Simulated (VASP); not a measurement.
# Se (P3_221) in VASP: notebook

Runs on Se. Level: LDA. Tasks: electric field gradients.

All numbers are computed with VASP 6.6.1; they aren't measurements. Logs are shortened: lines on timing, memory, paths and dates and some standing lists are left out, and cuts for length are marked.

### 1 The cell of the first run

Symmetry: P3_221, No. 154, trigonal system. The conventional cell has a = 4.355 Å, b = 4.355 Å, c = 4.801 Å, α = 90.00°, β = 90.00°, γ = 120.00°. Within 3.0 Å of Se (site symmetry 2) lie 2 Se at 2.29 Å.

### 2 Electric field gradients, LDA (zz strain of -3 %)

INCAR

```
PREC = Accurate
ENCUT = 520
EDIFF = 1E-8
ISMEAR = -1
SIGMA = 0.03
LREAL = False
LASPH = True
NELM = 100
ALGO = Normal
ISIF = 2
LWAVE = False
LCHARG = False
LEFG = True
NBANDS = 16
```

KPOINTS

```
Automatic mesh
0
Gamma
  8 8 6
```

POSCAR

```
Se
1.0
    4.3551696776      0.0000000000      0.0000000000
   -2.1775848388      3.7716875786      0.0000000000
    0.0000000000      0.0000000000      4.8009665000
Se
3
Direct
    0.2170000000      0.0000000000      0.1666666667
    0.0000000000      0.2170000000      0.8333333333
    0.7830000000      0.7830000000      0.5000000000
```

Potentials or basis: VASP PAW LDA potentials, release 64 (Se).

Started as:

```sh
cat potpaw_LDA.64/Se/POTCAR > POTCAR
mpirun -np 1 vasp_std > vasp.out
```

OUTCAR:

```text
PREC = Accurate
   ENCUT = 520
   EDIFF = 1E-8
   ISMEAR = -1
   LREAL = False
   LASPH = True
   NELM = 100
   ISIF = 2

 ion  position               nearest neighbor table
   1  0.217  0.000  0.167-   3 2.29   2 2.29
   2  0.000  0.217  0.833-   3 2.29   1 2.29
   3  0.783  0.783  0.500-   1 2.29   2 2.29

  LATTYP: Found a hexagonal cell.
 ALAT       =     4.3551696776
 C/A-ratio  =     1.1023603798

  Lattice vectors:

 A1 = (   4.3551696776,   0.0000000000,   0.0000000000)
 A2 = (  -2.1775848388,   3.7716875786,   0.0000000000)
 A3 = (   0.0000000000,   0.0000000000,   4.8009665000)

Analysis of symmetry for initial positions (statically):
=====================================================================
 Subroutine PRICEL returns:
 Original cell was already a primitive cell.

 Routine SETGRP: Setting up the symmetry group for a
 hexagonal supercell.

 Subroutine GETGRP returns: Found  6 space group operations
 (whereof  2 operations were pure point group operations)
 out of a pool of 24 trial point group operations.

The static configuration has the point symmetry C_2 .
 The point group associated with its full space group is D_3 .

Analysis of symmetry for dynamics (positions and initial velocities):
=====================================================================
 Subroutine PRICEL returns:
 Original cell was already a primitive cell.

 Routine SETGRP: Setting up the symmetry group for a
 hexagonal supercell.

 Subroutine GETGRP returns: Found  6 space group operations
 (whereof  2 operations were pure point group operations)
 out of a pool of 24 trial point group operations.

The dynamic configuration has the point symmetry C_2 .
 The point group associated with its full space group is D_3 .

 Subroutine INISYM returns: Found  6 space group operations
 (whereof  2 operations are pure point group operations),
 and found     1 'primitive' translations

----------------------------------------------------------------------------------------

                                     Primitive cell

  volume of cell :      78.8623

  direct lattice vectors                    reciprocal lattice vectors
     4.355169678  0.000000000  0.000000000     0.229612179  0.132566653  0.000000000
    -2.177584839  3.771687579  0.000000000     0.000000000  0.265133307  0.000000000
     0.000000000  0.000000000  4.800966500     0.000000000  0.000000000  0.208291393

  length of vectors
     4.355169678  4.355169678  4.800966500     0.265133307  0.265133307  0.208291393

  position of ions in fractional coordinates (direct lattice)
     0.217000000  0.000000000  0.166666667
     1.000000000  0.217000000  0.833333333
     0.783000000  0.783000000  0.500000000

  ion indices of the primitive-cell ions
   primitive index   ion index
                 1           1
                 2           2
                 3           3

----------------------------------------------------------------------------------------

 KPOINTS: Automatic mesh

Automatic generation of k-mesh.
 Grid dimensions read from file:
 generate k-points for:    8    8    6

 Generating k-lattice:

  Cartesian coordinates                     Fractional coordinates (reciprocal lattice)
     0.028701522  0.016570832  0.000000000     0.125000000 -0.000000000  0.000000000
     0.000000000  0.033141663  0.000000000     0.000000000  0.125000000  0.000000000
     0.000000000  0.000000000  0.034715232     0.000000000  0.000000000  0.166666667

  Length of vectors
     0.033141663  0.033141663  0.034715232

  Shift w.r.t. Gamma in fractional coordinates (k-lattice)
     0.000000000  0.000000000  0.000000000

 Subroutine IBZKPT returns following result:
 ===========================================

 Found     50 irreducible k-points:

 Following reciprocal coordinates:
            Coordinates               Weight
  0.000000  0.000000  0.000000      1.000000
  0.125000 -0.000000  0.000000      6.000000
  0.250000 -0.000000  0.000000      6.000000
  0.375000 -0.000000  0.000000      6.000000
  0.500000 -0.000000  0.000000      3.000000
  0.125000  0.125000  0.000000      6.000000
[... 16 lines left out ...]
 -0.125000  0.500000  0.166667     12.000000
  0.250000  0.250000  0.166667     12.000000
 [... further k-points ...]
   k-points           NKPTS =     50   k-points in BZ     NKDIM =     50   number of bands    NBANDS=     16
   number of dos      NEDOS =    301   number of ions     NIONS =      3
   total plane-waves  NPLWV =  36864
   dimension x,y,z NGX =    32 NGY =   32 NGZ =   36
   dimension x,y,z NGXF=    64 NGYF=   64 NGZF=   72
   ions per type =               3
   NGX,Y,Z   is equivalent  to a cutoff of  12.22, 12.22, 12.47 a.u.
   NGXF,Y,Z  is equivalent  to a cutoff of  24.43, 24.43, 24.93 a.u.
 SYSTEM =  unknown system
   PREC   = accura    normal or accurate (medium, high low for compatibility)
   ISTART =      0    job   : 0-new  1-cont  2-samecut
   ICHARG =      2    charge: 1-file 2-atom 10-const
   ISPIN  =      1    spin polarized calculation?
   LNONCOLLINEAR =      F non collinear calculations
   LSORBIT =      F    spin-orbit coupling
   LASPH  =      T    aspherical Exc in radial PAW
   ENCUT  =  520.0 eV  38.22 Ry    6.18 a.u.   8.10  8.10  8.93*2*pi/ulx,y,z
   NELM   =    100;   NELMIN=  2; NELMDL= -5     # of ELM steps
   EDIFF  = 0.1E-07   stopping-criterion for ELM
   LREAL  =      F    real-space projection
   EDIFFG = 0.1E-06   stopping-criterion for IOM
   NSW    =      0    number of steps for IOM
   IBRION =     -1    ionic relax: 0-MD 1-quasi-New 2-CG
   NFREE  =      0    steps in history (QN), initial steepest desc. (CG)
   ISIF   =      2    stress and relaxation
   ISYM   =      2    0-nonsym 1-usesym 2-fastsym
   POTIM  = 0.5000    time-step for ionic-motion
   TEBEG  =    0.0;   TEEND  =   0.0 temperature during run
   PSTRESS=    0.0 pullay stress
   NELECT =      18.0000    total number of electrons
   NUPDOWN=      -1.0000    fix difference up-down
   EMIN   =  10.00;   EMAX   =-10.00  energy-range for DOS
   EFERMI =   0.00;   METHOD = LEGACY
   ISMEAR =    -1;   SIGMA  =   0.03  broadening in eV -4-tet -1-fermi 0-gaus
   EFERMI_NEDOS =   21; number of points for ismear=-14 and -15
   IALGO  =     38    algorithm
   IMIX   =      4    mixing-type and parameters
     AMIX     =   0.40;   BMIX     =  1.00
     AMIX_MAG =   1.60;   BMIX_MAG =  1.00
  volume/ion in A,a.u.               =      26.29       177.40
  Fermi-wavevector in a.u.,A,eV,Ry     =   1.000482  1.890636 13.618939  1.000964
  Thomas-Fermi vector in A             =   2.132841
   LORBIT       =      0    0 simple, 1 ext, 2 COOP (PROOUT), +10 PAW based schemes
   GGA     = CA    functional components
   LHFCALC =     F    Hartree Fock is set to
   AEXX    =    0.0000 exact exchange contribution
   IVDW    =     0    specifies the selected vdW correction
   LEPSILON=     F    determine dielectric tensor
   LRPA    =     F    only Hartree local field effects (RPA)
 non-spin polarized calculation
  energy-cutoff  :      520.00
  volume of cell :       78.86
 maximum number of plane-waves:      2138
   NGX = 17   NGY = 17   NGZ = 17

 number of electron      17.9999993 magnetization

 Free energy of the ion-electron system (eV)
  ---------------------------------------------------
  ext. energy  EPLUGINS =         0.00000000
  ---------------------------------------------------
  free energy    TOTEN  =       -12.17442069 eV

  energy without entropy =      -12.17442069  energy(sigma->0) =      -12.17442069

 E-fermi :   3.7200     XC(G=0):  -9.2935

 val. band max:        3.1261710632   @ k =   0.5000  -0.0000   0.5000
 cond. band min:       4.2954128275   @ k =   0.0000   0.0000   0.5000
 fundamental gap:      1.1692417643
 Fermi energy:         3.7199503808

 k-point     1 :       0.0000    0.0000    0.0000
  band No.  band energies     occupation
      1     -13.4498      2.00000
      2      -8.8479      2.00000
      3      -8.8479      2.00000
      4      -1.0907      2.00000
      5      -1.0907      2.00000
      6      -1.0252      2.00000
[... 8 lines left out ...]
     15       9.2418      0.00000
     16      11.3438      0.00000

 k-point     2 :       0.1250   -0.0000    0.0000
  band No.  band energies     occupation
      1     -13.3941      2.00000
      2      -8.9042      2.00000
      3      -8.8409      2.00000
      4      -1.6490      2.00000
      5      -1.2899      2.00000
      6      -0.7648      2.00000
[... 8 lines left out ...]
     15       9.8335      0.00000
     16      11.2867      0.00000

 k-point     3 :       0.2500   -0.0000    0.0000
  band No.  band energies     occupation
      1     -13.2500      2.00000
      2      -9.0602      2.00000
      3      -8.8236      2.00000
      4      -2.1819      2.00000
      5      -1.6167      2.00000
      6      -0.7443      2.00000
[... 8 lines left out ...]
     15      10.7727      0.00000
     16      11.7461      0.00000

 k-point     4 :       0.3750   -0.0000    0.0000
  band No.  band energies     occupation
      1     -13.0896      2.00000
      2      -9.2475      2.00000
      3      -8.8060      2.00000
      4      -2.4579      2.00000
      5      -1.8641      2.00000
      6      -0.7115      2.00000
[... 8 lines left out ...]
     15      11.6436      0.00000
     16      12.7294      0.00000
[... 324 lines left out ...]
 k-point    22 :       0.3750    0.1250    0.1667
  band No.  band energies     occupation
      1     -12.8811      2.00000
      2     -10.0552      2.00000
      3      -8.1858      2.00000
      4      -2.5497      2.00000
      5      -2.2884      2.00000
      6      -0.6713      2.00000
[... 8 lines left out ...]
     15      11.9585      0.00000
     16      12.5679      0.00000

 k-point    23 :      -0.1250    0.5000    0.1667
  band No.  band energies     occupation
      1     -12.8819      2.00000
      2     -10.0445      2.00000
      3      -8.2079      2.00000
      4      -2.5033      2.00000
      5      -2.2584      2.00000
      6      -0.5606      2.00000
[... 8 lines left out ...]
     15      11.5291      0.00000
     16      12.3752      0.00000

 k-point    24 :       0.2500    0.2500    0.1667
  band No.  band energies     occupation
      1     -12.8829      2.00000
      2     -10.0415      2.00000
      3      -8.2047      2.00000
      4      -2.5839      2.00000
      5      -2.2303      2.00000
      6      -0.4834      2.00000
[... 8 lines left out ...]
     15      11.5462      0.00000
     16      12.4236      0.00000

 [... further k-points ...]

------------------------ aborting loop because EDIFF is reached ----------------------------------------

  FORCE on cell =-STRESS in cart. coord.  units (eV):
  Direction    XX          YY          ZZ          XY          YZ          ZX
  --------------------------------------------------------------------------------------
  -------------------------------------------------------------------------------------
  Total        1.4639984      1.4639984      3.8690173     -0.0000000      0.0000000      0.0000000
  in kB       29.7427905     29.7427905     78.6034826     -0.0000000      0.0000000      0.0000000
  external PRESSURE =      46.0296879 kB  Pullay stress =       0.0000000 kB

 VOLUME and BASIS-vectors are now :
 -----------------------------------------------------------------------------
  energy-cutoff  :      520.00
  volume of cell :       78.86
      direct lattice vectors                 reciprocal lattice vectors
     4.355169678  0.000000000  0.000000000     0.229612179  0.132566653  0.000000000
    -2.177584839  3.771687579  0.000000000     0.000000000  0.265133307  0.000000000
     0.000000000  0.000000000  4.800966500     0.000000000  0.000000000  0.208291393

 POSITION                                       TOTAL-FORCE (eV/Angst)
 -----------------------------------------------------------------------------------
      0.94507      0.00000      0.80016         1.469053     -0.000000      0.000000
     -0.47254      0.81846      4.00081        -0.734527      1.272237     -0.000000
      1.70505      2.95323      2.40048        -0.734527     -1.272237      0.000000
 -----------------------------------------------------------------------------------
    total drift:                                0.000000      0.000000     -0.000000

  FREE ENERGIE OF THE ION-ELECTRON SYSTEM (eV)
  ---------------------------------------------------
  free  energy   TOTEN  =       -12.1744206889 eV

  energy  without entropy=      -12.1744206889  energy(sigma->0) =      -12.17442069

 Electric field gradients (V/A^2)
---------------------------------------------------------------------
 ion       V_xx      V_yy      V_zz      V_xy      V_xz      V_yz
---------------------------------------------------------------------
   1     147.232  -322.223   174.992     0.000     0.000  -322.164
   2    -204.860    29.868   174.992  -203.280   279.002   161.082
   3    -204.860    29.868   174.992   203.281  -279.002   161.082
---------------------------------------------------------------------

 Electric field gradients after diagonalization (V/A^2)
 (convention: |V_zz| > |V_xx| > |V_yy|)
----------------------------------------------------------------------
 ion       V_xx      V_yy      V_zz     asymmetry (V_yy - V_xx)/ V_zz
----------------------------------------------------------------------
   1     333.318   147.232  -480.550       0.387
   2     333.318   147.232  -480.550       0.387
   3     333.318   147.232  -480.551       0.387
----------------------------------------------------------------------

           NMR quadrupolar parameters

 Cq : quadrupolar parameter    Cq=e*Q*V_zz/h
 eta: asymmetry parameters     (V_yy - V_xx)/ V_zz
 Q  : nuclear electric quadrupole moment in mb (millibarn)
----------------------------------------------------------------------
 ion       Cq(MHz)       eta       Q (mb)
----------------------------------------------------------------------
   1      -1.162       0.387       1.000
   2      -1.162       0.387       1.000
   3      -1.162       0.387       1.000
----------------------------------------------------------------------
```

Wall time 62 s (1 thread of Intel Xeon 8259CL, shared host); peak memory 0.18 GiB.

Results:

```
Free energy                             : -12.1744 eV
Pressure                                : 4.6 GPa
Largest force                           : 1.469 eV/Å
Band gap on the k mesh                  : 1.17 eV (least direct gap 1.38 eV)
Largest electric field gradient by atom : Se -480.6 V/Å²
```

Forces on the atoms (eV/Å):
```
Se   1.469  0.000  0.000
Se  -0.735  1.272  0.000
Se  -0.735 -1.272  0.000
```

Stress tensor (GPa, compression positive):
```
2.97 0.00 0.00
0.00 2.97 0.00
0.00 0.00 7.86
```

Levels at points of the mesh, in eV from the valence-band top:
```
           k point  band 5  band 6  band 7  band 8  band 9  band 10  band 11  band 12  band 13  band 14
(0.00, 0.00, 0.00)   -4.22   -4.15   -2.44   -2.44   -0.49     2.07     2.07     2.25     5.76     6.12
(0.50, 0.00, 0.00)   -5.08   -3.73   -3.09   -2.12   -1.15     2.02     2.54     4.38     5.12     7.22
(0.00, 0.00, 0.50)   -3.77   -3.77   -1.83   -1.83   -1.23     1.17     1.17     1.29     5.99     7.03
(0.50, 0.00, 0.50)   -4.88   -4.65   -2.09   -1.49    0.00     1.70     2.65     3.23     6.05     7.78
```

Electric field gradients, principal values (V/Å²):
```csv
atom,least,middle,greatest (by size)
1 Se,147.232,333.318,-480.550
2 Se,147.232,333.318,-480.550
3 Se,147.232,333.318,-480.551
```

Caveat: the cell differs from its parent crystal (zz strain of -3 %); the cell stands under pressure; without QUAD_EFG the Cq values of the log hold for a quadrupole moment of 1 mb, not for the nuclei; forces of over 1 eV/Å act on the atoms, so gaps and moduli don't describe the material at rest. A k mesh can miss the band edges.

(Continued in part 2 of 4.)
